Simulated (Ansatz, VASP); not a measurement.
# Two plane-wave programs on HgSe

```xyz
2
Lattice="0.0000 3.0360 3.0360 3.0360 0.0000 3.0360 3.0360 3.0360 0.0000" Properties=species:S:1:pos:R:3 pbc="T T T"
Hg    0.0000    0.0000    0.0000
Se    4.5540    4.5540    4.5540
```

Alike in both runs: task single point; functional r2SCAN; k mesh 14 × 14 × 14; occupations gaussian, width 0.15 eV; no spin polarisation.

|  | VASP | Ansatz |
| --- | --- | --- |
| version | VASP 6.6.1 | Ansatz 0.2.0 |
| potentials or method | VASP PAW PBE potentials, release 64 (Hg, Se), cutoff 550 eV | scalar-relativistic, plane waves, PAW |
| valence electrons in the cell | 18 | 36 |

```tsv
	VASP	Ansatz	Ansatz less VASP
gap on the k mesh at the Fermi level (eV)	none	none	-
pressure (GPa)	3.4	3.1	-0.27
```

VASP's potentials were made for PBE, not for r2SCAN. A gap of «none» marks a metal or a gap that the smearing closes. VASP's potentials hold 18 valence electrons a cell and Ansatz's 36, so a difference there can come from the potentials and not from the codes.

Neither program's run includes spin-orbit coupling.
